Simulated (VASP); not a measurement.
# Hf3ZrS8 (P2/m) in VASP: single point with PBE

Aim: the single point of Hf3ZrS8 with PBE.

Everything below comes from runs of VASP 6.6.1. Logs are shortened: lines on timing, memory, paths and dates and some standing lists are left out, and cuts for length are marked.

## 1. The cell of the first run

The structure is monoclinic, space group P2/m (No. 10). The conventional cell has a = 5.958 Å, b = 7.162 Å, c = 6.203 Å, α = 90.00°, β = 90.00°, γ = 90.00°. Within 3.3 Å of Zr (site symmetry 2/m) lie 6 S at 2.50 Å. Hf (site symmetry 2) has 6 S at 2.50 Å within 3.3 Å. Within 3.3 Å of Hf (site symmetry 2/m) lie 6 S at 2.50 Å. Within 3.3 Å of S (site symmetry 1) lie 2 Hf at 2.50 Å and 1 Zr at 2.50 Å. S (site symmetry m) has 3 Hf at 2.50 Å within 3.3 Å. Within 3.3 Å of S (site symmetry m) lie 1 Zr at 2.50 Å and 2 Hf at 2.50 Å.

## 2. Single point, PBE

INCAR

```
PREC     = Accurate       # precision mode
ENCUT    = 520            # plane-wave cutoff, eV
EDIFF    = 1E-6           # SCF threshold, eV
ISMEAR   = 0              # smearing method
SIGMA    = 0.1            # smearing width, eV
LREAL    = False          # projectors in reciprocal space
LASPH    = True           # aspherical terms in the spheres
NELM     = 60             # most SCF steps
ALGO     = Normal         # electronic algorithm
ISIF     = 2              # what is computed and relaxed
LWAVE    = False          # write WAVECAR
LCHARG   = False          # write CHGCAR
GGA      = PE             # functional
NBANDS   = 57             # bands
```

KPOINTS

```
Automatic mesh
0
Gamma
  4 4 4
```

POSCAR

```
Hf3ZrS8
1.0
    5.9582060700      0.0000000000      0.0000000000
    0.0000000000      7.1622972400      0.0000000000
    0.0000000000      0.0000000000      6.2027313600
Zr Hf S
1 3 8
Direct
    0.0000000000      0.0000000000      0.5000000000
    0.0000000000      0.7500000000      0.0000000000
    0.0000000000      0.5000000000      0.5000000000
    0.0000000000      0.2500000000      0.0000000000
    0.7639520800      0.7500000000      0.6666666700
    0.7639520800      0.5000000000      0.1666666700
    0.7639520800      0.2500000000      0.6666666700
    0.7639520800      0.0000000000      0.1666666700
    0.2360479200      0.0000000000      0.8333333300
    0.2360479200      0.7500000000      0.3333333300
    0.2360479200      0.5000000000      0.8333333300
    0.2360479200      0.2500000000      0.3333333300
```

Potentials or basis: VASP PAW PBE potentials, release 64 (Zr_sv, Hf_pv, S).

Run with:

```console
$ cat potpaw_PBE.64/Zr_sv/POTCAR potpaw_PBE.64/Hf_pv/POTCAR potpaw_PBE.64/S/POTCAR > POTCAR
$ mpirun -np 1 vasp_std > vasp.out
```

OUTCAR:

```text
PREC = Accurate
   ENCUT = 520
   EDIFF = 1E-6
   ISMEAR = 0
   LREAL = False
   LASPH = True
   NELM = 60
   ISIF = 2
   GGA = PE

 ion  position               nearest neighbor table
   1  0.000  0.000  0.500-   8 2.50   9 2.50   5 2.50   7 2.50  10 2.50  12 2.50   3 3.58   3 3.58
                             4 3.58   2 3.58   4 3.58   2 3.58
   2  0.000  0.750  0.000-   5 2.50  10 2.50   8 2.50   9 2.50   6 2.50  11 2.50   4 3.58   4 3.58
                             1 3.58   1 3.58   3 3.58   3 3.58
   3  0.000  0.500  0.500-   6 2.50  11 2.50   7 2.50  10 2.50   5 2.50  12 2.50   1 3.58   1 3.58
                             4 3.58   2 3.58   4 3.58   2 3.58
   4  0.000  0.250  0.000-   7 2.50  12 2.50   8 2.50   9 2.50  11 2.50   6 2.50   2 3.58   2 3.58
                             3 3.58   1 3.58   3 3.58   1 3.58
   5  0.764  0.750  0.667-   2 2.50   1 2.50   3 2.50
   6  0.764  0.500  0.167-   3 2.50   2 2.50   4 2.50
   7  0.764  0.250  0.667-   4 2.50   3 2.50   1 2.50
   8  0.764  0.000  0.167-   1 2.50   2 2.50   4 2.50
   9  0.236  0.000  0.833-   1 2.50   2 2.50   4 2.50
  10  0.236  0.750  0.333-   2 2.50   1 2.50   3 2.50
  11  0.236  0.500  0.833-   3 2.50   2 2.50   4 2.50
  12  0.236  0.250  0.333-   4 2.50   3 2.50   1 2.50

  LATTYP: Found a simple orthorhombic cell.
 ALAT       =     5.9582060700
 B/A-ratio  =     1.0410400861
 C/A-ratio  =     1.2020895477

  Lattice vectors:

 A1 = (  -5.9582060700,   0.0000000000,   0.0000000000)
 A2 = (   0.0000000000,   0.0000000000,   6.2027313600)
 A3 = (   0.0000000000,   7.1622972400,   0.0000000000)

Analysis of symmetry for initial positions (statically):
=====================================================================
 Subroutine PRICEL returns:
 Original cell was already a primitive cell.

 Routine SETGRP: Setting up the symmetry group for a
 simple orthorhombic supercell.

 Subroutine GETGRP returns: Found  4 space group operations
 (whereof  4 operations were pure point group operations)
 out of a pool of  8 trial point group operations.

The static configuration has the point symmetry C_2h.

Analysis of symmetry for dynamics (positions and initial velocities):
=====================================================================
 Subroutine PRICEL returns:
 Original cell was already a primitive cell.

 Routine SETGRP: Setting up the symmetry group for a
 simple orthorhombic supercell.

 Subroutine GETGRP returns: Found  4 space group operations
 (whereof  4 operations were pure point group operations)
 out of a pool of  8 trial point group operations.

The dynamic configuration has the point symmetry C_2h.

 Subroutine INISYM returns: Found  4 space group operations
 (whereof  4 operations are pure point group operations),
 and found     1 'primitive' translations

----------------------------------------------------------------------------------------

                                     Primitive cell

  volume of cell :     264.6981

  direct lattice vectors                    reciprocal lattice vectors
     5.958206070  0.000000000  0.000000000     0.167835753  0.000000000  0.000000000
     0.000000000  7.162297240  0.000000000     0.000000000  0.139620008  0.000000000
     0.000000000  0.000000000  6.202731360     0.000000000  0.000000000  0.161219299

  length of vectors
     5.958206070  7.162297240  6.202731360     0.167835753  0.139620008  0.161219299

  position of ions in fractional coordinates (direct lattice)
     0.000000000  0.000000000  0.500000000
     0.000000000  0.750000000  0.000000000
     0.000000000  0.500000000  0.500000000
     0.000000000  0.250000000  0.000000000
     0.763952080  0.750000000  0.666666670
     0.763952080  0.500000000  0.166666670
     0.763952080  0.250000000  0.666666670
     0.763952080  0.000000000  0.166666670
     0.236047920  0.000000000  0.833333330
     0.236047920  0.750000000  0.333333330
     0.236047920  0.500000000  0.833333330
     0.236047920  0.250000000  0.333333330

  ion indices of the primitive-cell ions
   primitive index   ion index
                 1           1
                 2           2
                 3           3
                 4           4
                 5           5
                 6           6
                 7           7
                 8           8
                 9           9
                10          10
                11          11
                12          12

----------------------------------------------------------------------------------------

 KPOINTS: Automatic mesh

Automatic generation of k-mesh.
 Grid dimensions read from file:
 generate k-points for:    4    4    4

 Generating k-lattice:

  Cartesian coordinates                     Fractional coordinates (reciprocal lattice)
     0.041958938  0.000000000  0.000000000     0.250000000  0.000000000  0.000000000
     0.000000000  0.034905002  0.000000000     0.000000000  0.250000000  0.000000000
     0.000000000  0.000000000  0.040304825     0.000000000  0.000000000  0.250000000

  Length of vectors
     0.041958938  0.034905002  0.040304825

  Shift w.r.t. Gamma in fractional coordinates (k-lattice)
     0.000000000  0.000000000  0.000000000

 Subroutine IBZKPT returns following result:
 ===========================================

 Found     30 irreducible k-points:

 Following reciprocal coordinates:
            Coordinates               Weight
  0.000000  0.000000  0.000000      1.000000
  0.250000  0.000000  0.000000      2.000000
  0.500000  0.000000  0.000000      1.000000
  0.000000  0.250000  0.000000      2.000000
  0.250000  0.250000  0.000000      4.000000
  0.500000  0.250000  0.000000      2.000000
[... 16 lines left out ...]
  0.250000  0.000000  0.500000      2.000000
  0.500000  0.000000  0.500000      1.000000
 [... further k-points ...]
   k-points           NKPTS =     30   k-points in BZ     NKDIM =     30   number of bands    NBANDS=     57
   number of dos      NEDOS =    301   number of ions     NIONS =     12
   total plane-waves  NPLWV = 124416
   dimension x,y,z NGX =    48 NGY =   54 NGZ =   48
   dimension x,y,z NGXF=    96 NGYF=  108 NGZF=   96
   ions per type =               1   3   8
   NGX,Y,Z   is equivalent  to a cutoff of  13.39, 12.53, 12.86 a.u.
   NGXF,Y,Z  is equivalent  to a cutoff of  26.79, 25.07, 25.73 a.u.
 SYSTEM =  unknown system
   PREC   = accura    normal or accurate (medium, high low for compatibility)
   ISTART =      0    job   : 0-new  1-cont  2-samecut
   ICHARG =      2    charge: 1-file 2-atom 10-const
   ISPIN  =      1    spin polarized calculation?
   LNONCOLLINEAR =      F non collinear calculations
   LSORBIT =      F    spin-orbit coupling
   LASPH  =      T    aspherical Exc in radial PAW
   ENCUT  =  520.0 eV  38.22 Ry    6.18 a.u.  11.08 13.32 11.53*2*pi/ulx,y,z
   NELM   =     60;   NELMIN=  2; NELMDL= -5     # of ELM steps
   EDIFF  = 0.1E-05   stopping-criterion for ELM
   LREAL  =      F    real-space projection
   EDIFFG = 0.1E-04   stopping-criterion for IOM
   NSW    =      0    number of steps for IOM
   IBRION =     -1    ionic relax: 0-MD 1-quasi-New 2-CG
   NFREE  =      0    steps in history (QN), initial steepest desc. (CG)
   ISIF   =      2    stress and relaxation
   ISYM   =      2    0-nonsym 1-usesym 2-fastsym
   POTIM  = 0.5000    time-step for ionic-motion
   TEBEG  =    0.0;   TEEND  =   0.0 temperature during run
   PSTRESS=    0.0 pullay stress
   NELECT =      90.0000    total number of electrons
   NUPDOWN=      -1.0000    fix difference up-down
   EMIN   =  10.00;   EMAX   =-10.00  energy-range for DOS
   EFERMI =   0.00;   METHOD = LEGACY
   ISMEAR =     0;   SIGMA  =   0.10  broadening in eV -4-tet -1-fermi 0-gaus
   EFERMI_NEDOS =   21; number of points for ismear=-14 and -15
   IALGO  =     38    algorithm
   IMIX   =      4    mixing-type and parameters
     AMIX     =   0.40;   BMIX     =  1.00
     AMIX_MAG =   1.60;   BMIX_MAG =  1.00
  volume/ion in A,a.u.               =      22.06       148.86
  Fermi-wavevector in a.u.,A,eV,Ry     =   1.142629  2.159256 17.763793  1.305602
  Thomas-Fermi vector in A             =   2.279327
   LORBIT       =      0    0 simple, 1 ext, 2 COOP (PROOUT), +10 PAW based schemes
   GGA     = PE    functional components
   LHFCALC =     F    Hartree Fock is set to
   AEXX    =    0.0000 exact exchange contribution
   IVDW    =     0    specifies the selected vdW correction
   LEPSILON=     F    determine dielectric tensor
   LRPA    =     F    only Hartree local field effects (RPA)
 non-spin polarized calculation
 Gauss-broadening in eV      SIGMA  =   0.10
  energy-cutoff  :      520.00
  volume of cell :      264.70
 maximum number of plane-waves:      7164
 NGX is ok and might be reduce to    48
   NGX = 23   NGY = 27   NGZ = 23

 number of electron      90.0000001 magnetization

 Free energy of the ion-electron system (eV)
  ---------------------------------------------------
  ext. energy  EPLUGINS =         0.00000000
  ---------------------------------------------------
  free energy    TOTEN  =       -89.75630249 eV

  energy without entropy =      -89.75630249  energy(sigma->0) =      -89.75630249

 E-fermi :   4.2708     XC(G=0):  -9.6368

 val. band max:        3.6670129287   @ k =   0.0000   0.0000   0.2500
 cond. band min:       4.7491875447   @ k =   0.5000   0.0000   0.5000
 fundamental gap:      1.0821746160
 Fermi energy:         4.2707527485

 k-point     1 :       0.0000    0.0000    0.0000
  band No.  band energies     occupation
      1     -45.0084      2.00000
      2     -26.9146      2.00000
      3     -26.9080      2.00000
      4     -26.8393      2.00000
      5     -26.8285      2.00000
      6     -26.8171      2.00000
[... 49 lines left out ...]
     56       7.8503      0.00000
     57       7.9158      0.00000

 k-point     2 :       0.2500    0.0000    0.0000
  band No.  band energies     occupation
      1     -45.0084      2.00000
      2     -26.9146      2.00000
      3     -26.9079      2.00000
      4     -26.8394      2.00000
      5     -26.8285      2.00000
      6     -26.8171      2.00000
[... 49 lines left out ...]
     56       7.9029      0.00000
     57       7.9429      0.00000

 k-point     3 :       0.5000    0.0000    0.0000
  band No.  band energies     occupation
      1     -45.0084      2.00000
      2     -26.9145      2.00000
      3     -26.9079      2.00000
      4     -26.8395      2.00000
      5     -26.8285      2.00000
      6     -26.8171      2.00000
[... 1194 lines left out ...]
      1     -45.0084      2.00000
      2     -26.9361      2.00000
      3     -26.8782      2.00000
      4     -26.8396      2.00000
      5     -26.8255      2.00000
      6     -26.8137      2.00000
[... 49 lines left out ...]
     56       7.9558      0.00000
     57       7.9627      0.00000

 k-point    24 :       0.5000    0.0000    0.5000
  band No.  band energies     occupation
      1     -45.0084      2.00000
      2     -26.9361      2.00000
      3     -26.8782      2.00000
      4     -26.8396      2.00000
      5     -26.8256      2.00000
      6     -26.8138      2.00000
[... 49 lines left out ...]
     56       7.9753      0.00000
     57       7.9845      0.00000

 [... further k-points ...]
[... 5 lines left out ...]
  --------------------------------------------------------------------------------------
  -------------------------------------------------------------------------------------
  Total       11.6944761     11.9980080     11.9111586      0.0000000      0.0000000     -0.0007809
  in kB       70.7848832     72.6221156     72.0964293      0.0000000      0.0000000     -0.0047269
  external PRESSURE =      71.8344760 kB  Pullay stress =       0.0000000 kB

 VOLUME and BASIS-vectors are now :
 -----------------------------------------------------------------------------
  energy-cutoff  :      520.00
  volume of cell :      264.70
      direct lattice vectors                 reciprocal lattice vectors
     5.958206070  0.000000000  0.000000000     0.167835753  0.000000000  0.000000000
     0.000000000  7.162297240  0.000000000     0.000000000  0.139620008  0.000000000
     0.000000000  0.000000000  6.202731360     0.000000000  0.000000000  0.161219299

 POSITION                                       TOTAL-FORCE (eV/Angst)
 -----------------------------------------------------------------------------------
      0.00000      0.00000      3.10137        -0.000000      0.000000      0.000000
      0.00000      5.37172      0.00000        -0.000000      0.009145      0.000000
      0.00000      3.58115      3.10137        -0.000000      0.000000      0.000000
      0.00000      1.79057      0.00000        -0.000000     -0.009145      0.000000
      4.55178      5.37172      4.13515        -0.887403     -0.186241      0.109046
      4.55178      3.58115      1.03379        -0.793370      0.000000      0.006103
      4.55178      1.79057      4.13515        -0.887403      0.186241      0.109046
      4.55178      0.00000      1.03379        -0.889833     -0.000000     -0.223946
      1.40642      0.00000      5.16894         0.889833      0.000000      0.223946
      1.40642      5.37172      2.06758         0.887403     -0.186241     -0.109046
      1.40642      3.58115      5.16894         0.793370      0.000000     -0.006103
      1.40642      1.79057      2.06758         0.887403      0.186241     -0.109046
 -----------------------------------------------------------------------------------
    total drift:                                0.000000     -0.000000     -0.000000

  FREE ENERGIE OF THE ION-ELECTRON SYSTEM (eV)
  ---------------------------------------------------
  free  energy   TOTEN  =       -89.7563024908 eV

  energy  without entropy=      -89.7563024908  energy(sigma->0) =      -89.75630249
```

It took 9 min on 1 thread of AMD EPYC 7R43 (Zen 3), shared host; peak memory 0.54 GiB.

What came out:

```
Free energy            : -89.7563 eV
Pressure               : 7.2 GPa
Largest force          : 0.918 eV/Å
Band gap on the k mesh : 1.08 eV, indirect (least direct gap 1.20 eV)
```

Forces on the atoms (eV/Å):
```
Zr   0.000  0.000  0.000
Hf   0.000  0.009  0.000
Hf   0.000  0.000  0.000
Hf   0.000 -0.009  0.000
S   -0.887 -0.186  0.109
S   -0.793  0.000  0.006
S   -0.887  0.186  0.109
S   -0.890  0.000 -0.224
S    0.890  0.000  0.224
S    0.887 -0.186 -0.109
S    0.793  0.000 -0.006
S    0.887  0.186 -0.109
```

Levels at points of the mesh, in eV from the valence-band top:
```tsv
k point	band 42	band 43	band 44	band 45	band 46	band 47	band 48	band 49
(0.00, 0.00, 0.00)	-1.21	-0.08	-0.01	-0.01	1.29	1.93	1.93	2.37
(0.50, 0.00, 0.00)	-1.03	-0.90	-0.11	-0.11	1.09	1.89	1.90	2.45
(0.00, 0.50, 0.00)	-1.21	-1.17	-0.16	-0.15	2.11	2.32	2.44	2.47
(0.50, 0.50, 0.00)	-1.27	-1.23	-0.75	-0.73	2.25	2.30	2.34	2.46
(0.00, 0.00, 0.50)	-1.03	-0.98	-0.39	-0.37	1.27	1.31	1.61	1.72
(0.50, 0.00, 0.50)	-0.90	-0.89	-0.75	-0.73	1.08	1.10	1.51	1.62
(0.00, 0.50, 0.50)	-0.80	-0.80	-0.79	-0.74	1.89	1.99	2.09	2.10
(0.50, 0.50, 0.50)	-0.84	-0.84	-0.84	-0.77	1.81	1.95	2.02	2.03
```

Caveat: spin-orbit coupling is left out, which moves the levels of the heavy elements; this functional lacks dispersion, which binds the layers, so the pressure and a relaxed spacing across them are unreliable.
